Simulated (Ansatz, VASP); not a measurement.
Hf3N2 in VASP and in Ansatz

POSCAR

```
Hf3N2
1.0
    1.5994260774      0.9234290764      7.7548432223
   -1.5994260774      0.9234290764      7.7548432223
    0.0000000000     -1.8468581527      7.7548432223
Hf N
3 2
Direct
    0.7794186600      0.7794186600      0.7794186600
    0.2205813400      0.2205813400      0.2205813400
    0.0000000000      0.0000000000      0.0000000000
    0.6119155300      0.6119155300      0.6119155300
    0.3880844700      0.3880844700      0.3880844700
```

INCAR.step1

```
SYSTEM = Hf3N2
  PREC = Accurate
  ENCUT = 520
  ISMEAR = 0
  SIGMA = 0.1
  LREAL = .FALSE.
  LASPH = .TRUE.
  NELM = 100
  NBANDS = 28
  GGA = PE
  ALGO = Normal
  EDIFF = 1E-4
  LWAVE = .TRUE.
  LCHARG = .FALSE.
```

Contents of INCAR.step2:

```
SYSTEM = Hf3N2
  PREC = Accurate
  ENCUT = 520
  EDIFF = 1E-6
  ISMEAR = 0
  SIGMA = 0.1
  LREAL = .FALSE.
  LASPH = .TRUE.
  NELM = 100
  ALGO = Normal
  ISIF = 2
  LWAVE = .FALSE.
  LCHARG = .FALSE.
  METAGGA = R2SCAN
  LMIXTAU = .TRUE.
  NBANDS = 28
  ISTART = 1
```

The input KPOINTS:

```
regular mesh
0
G
  1 1 1
  0 0 0
```

Input for Ansatz:

```yaml
crystal:
  lattice:
    - [1.5994260774, 0.9234290764, 7.7548432223]
    - [-1.5994260774, 0.9234290764, 7.7548432223]
    - [0.0, -1.8468581527, 7.7548432223]
  atoms:
    - { symbol: Hf, position: [0.77941866, 0.77941866, 0.77941866] }
    - { symbol: Hf, position: [0.22058134, 0.22058134, 0.22058134] }
    - { symbol: Hf, position: [0.0, 0.0, 0.0] }
    - { symbol: "N", position: [0.61191553, 0.61191553, 0.61191553] }
    - { symbol: "N", position: [0.38808447, 0.38808447, 0.38808447] }
basis:
  ecutwfc: 500
kpoints:
  mp_grid: { grid: [1, 1, 1] }
hamiltonian:
  xc: r2scan
scf:
  occupations: { method: gaussian, width: 0.1 }
output:
  forces: true
  stress: true
  eigenvalues: true
```

Alike in both runs: task single point; functional r2SCAN; k mesh 1 × 1 × 1; occupations gaussian, width 0.1 eV; no spin polarisation.

```csv
,VASP,Ansatz
version,VASP 6.6.1,Ansatz 0.2.0
potentials or method,"VASP PAW PBE potentials, release 64 (Hf_pv, N), cutoff 520 eV","scalar-relativistic, plane waves, PAW"
valence electrons in the cell,40,88
```

```csv
,VASP,Ansatz,Ansatz less VASP
gap on the k mesh at the Fermi level (eV),0.71,0.73,+0.021
least direct gap on the mesh (eV),0.71,0.73,+0.021
pressure (GPa),27.4,27.3,-0.06
"traceless stress, the component that is largest in VASP (GPa)",-2.52,-0.25,+2.271
rms of the force components (eV/Å),1.736,1.678,-0.0576
```

VASP's potentials were made for PBE, not for r2SCAN. Atom by atom the forces differ by 0.058 eV/Å (rms over components). VASP's potentials hold 40 valence electrons a cell and Ansatz's 88, so a difference there can come from the potentials and not from the codes.

The k mesh is coarse, so the values compare programs but aren't converged. Spin-orbit coupling is off throughout.
